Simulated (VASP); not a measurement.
Set up this calculation in VASP 6.6.1, as the native input.

| Item | Value |
| --- | --- |
| Task | single point |
| Functional | PBE |
| Potentials or basis | VASP PAW PBE potentials, release 64 (Sn_d, O_h) |
| Cutoff | 1340 eV |
| k mesh | 12 × 12 × 12 |
| Occupations | gaussian, width 0.02 eV |
| Spin | no spin polarisation |
| Dipole correction | no |
| Further INCAR settings | ALGO = Normal; EDIFF = 1e-06; NBANDS = 20 |

The structure of SnO2 lies in POSCAR:

```
SnO2
1.0
    1.5621442525      0.9019044047      4.7814862255
   -1.5621442525      0.9019044047      4.7814862255
    0.0000000000     -1.8038088094      4.7814862255
Sn O
1 2
Direct
    0.5000000000      0.5000000000      0.5000000000
    0.2422724737      0.2422724737      0.2422724737
    0.7577275263      0.7577275263      0.7577275263
```

This cell differs from its parent crystal: strained.

These files were run (other wordings do the same):

INCAR

```
  ALGO = Normal
  EDIFF = 1E-6
  ENCUT = 1340
  GGA = PE
  GGA_COMPAT = False
  ISIF = 2
  ISMEAR = 0
  LASPH = True
  LCHARG = False
  LREAL = False
  LWAVE = False
  NBANDS = 20
  NELM = 120
  PREC = Accurate
  SIGMA = 0.02
```

KPOINTS

```
k-points
0
Gamma
  12 12 12
```

Potentials or basis: VASP PAW PBE potentials, release 64 (Sn_d, O_h).

Command:

```sh
$ cat potpaw_PBE.64/Sn_d/POTCAR potpaw_PBE.64/O_h/POTCAR > POTCAR
$ mpirun -np 1 vasp_std > vasp.out
```

It gave:

The pressure is 7.0 GPa and the largest force is 0.410 eV/Å. The band gap on the k mesh is 2.37 eV (least direct gap 2.46 eV).

Caveat: the cell differs from its parent crystal (strained); the stress differs along the axes, from -2 to 12 GPa; spin-orbit coupling is left out, which moves the levels of the heavy elements.

Run time: 25 min on 1 thread of Intel(R) Xeon(R) Platinum 8259CL CPU @ 2.50GHz (Skylake/Cascade Lake), with other jobs on the host, peak memory 0.98 GiB.
